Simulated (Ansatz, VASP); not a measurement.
CdSe: VASP beside Ansatz

The input INCAR:

```
ALGO = Normal ; EDIFF = 1E-7
EDIFFG = -0.01 ; ENCUT = 500
GGA = RP ; GGA_COMPAT = F
IBRION = 2 ; ISIF = 3
ISMEAR = 0 ; LASPH = T
LCHARG = F ; LREAL = F
LWAVE = F ; NELM = 120
NELMIN = 4 ; NSW = 50
PREC = Accurate ; SIGMA = 0.01
```

File KPOINTS:

```
k-points
0
Gamma
  6 6 4
```

Contents of POSCAR:

```
CdSe
1.0
    4.3000000000      0.0000000000      0.0000000000
   -2.1500000000      3.7239090000      0.0000000000
    0.0000000000      0.0000000000      7.0200000000
Cd Se
2 2
Direct
    0.3333333333      0.6666666667      0.0000000000
    0.6666666667      0.3333333333      0.5000000000
    0.3333333333      0.6666666667      0.3850000000
    0.6666666667      0.3333333333      0.8850000000
```

Input for Ansatz:

```yaml
crystal:
  lattice:
    - [4.3, 0.0, 0.0]
    - [-2.15, 3.723909, 0.0]
    - [0.0, 0.0, 7.02]
  atoms:
    - { symbol: Cd, position: [0.3333333333333333, 0.6666666666666666, 0.0] }
    - { symbol: Cd, position: [0.6666666666666666, 0.3333333333333333, 0.5] }
    - { symbol: Se, position: [0.3333333333333333, 0.6666666666666666, 0.385] }
    - { symbol: Se, position: [0.6666666666666666, 0.3333333333333333, 0.885] }
basis:
  ecutwfc: 420.0
kpoints:
  mp_grid:
    grid: [6, 6, 4]
hamiltonian:
  xc: rpbe
  dispersion: none
scf:
  occupations:
    method: fixed
relax:
  max_steps: 30
  cell: {}
```

Alike in both runs: task relaxation of cell and atoms; functional RPBE; k mesh 6 × 6 × 4; no spin polarisation.

|  | VASP | Ansatz |
| --- | --- | --- |
| version | VASP 6.6.1 | Ansatz 0.2.0 |
| potentials or method | VASP PAW PBE potentials, release 64 (Cd, Se), cutoff 500 eV | plane waves, PAW |
| occupations | gaussian, width 0.01 eV | fixed |
| valence electrons in the cell | 36 | 72 |

Ansatz gave:

```
relaxed volume (Å³/atom)                                     : 31.04
relaxed cell length with the largest relative difference (Å) : 4.445
```

**Question.** What did VASP give for the same quantities?

**Answer.** Relaxed volume (Å³/atom): 31.15; relaxed cell length with the largest relative difference (Å): 4.452.

VASP's potentials were made for PBE, not for RPBE. VASP's potentials hold 36 valence electrons a cell and Ansatz's 72, so a difference there can come from the potentials and not from the codes.
